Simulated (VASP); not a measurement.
Write the native input for VASP 6.6.1 that does the following.

```yaml
Task: single point
Functional: revPBE
Potentials_or_basis: VASP PAW PBE potentials, release 64 (As)
Cutoff: 520 eV
k_mesh: 13 × 13 × 13
Occupations: fermi-dirac, width 0.1 eV
Spin: no spin polarisation
Dipole_correction: no
Further_INCAR_settings: ALGO = Normal; EDIFF = 1e-07; NBANDS = 8
```

The structure of As lies in POSCAR:

```
As
1.0
    2.7841933163      0.0000000000      0.0000000000
    0.0000000000      2.7841933163      0.0000000000
    0.0000000000      0.0000000000      2.7841933163
As
1
Direct
    0.0000000000      0.0000000000      0.0000000000
```

This cell differs from its parent crystal: volume scaled by 1.04.

The input as run:

INCAR

```
SYSTEM = As
PREC = Accurate ; ENCUT = 520
EDIFF = 1E-7 ; ISMEAR = -1
SIGMA = 0.1 ; LREAL = .FALSE.
LASPH = .TRUE. ; NELM = 100
ALGO = Normal ; ISIF = 2
LWAVE = .FALSE. ; LCHARG = .TRUE.
GGA = RE ; LELF = .TRUE.
LVHAR = .TRUE. ; NBANDS = 8
```

KPOINTS

```
Automatic mesh
0
G
  13 13 13
  0 0 0
```

Potentials or basis: VASP PAW PBE potentials, release 64 (As).

Launch:

```bash
$ cat potpaw_PBE.64/As/POTCAR > POTCAR
$ mpirun -np 1 vasp_std > vasp.out
```

It gave:

```yaml
Pressure: -2.9 GPa
```

Caveat: the PAW data sets were made with another functional, which shifts forces and pressure a little.

Run time: 6.9 s on 1 thread of AMD EPYC 9R45 96-Core Processor (Zen 5), with other jobs on the host, peak memory 0.11 GiB.
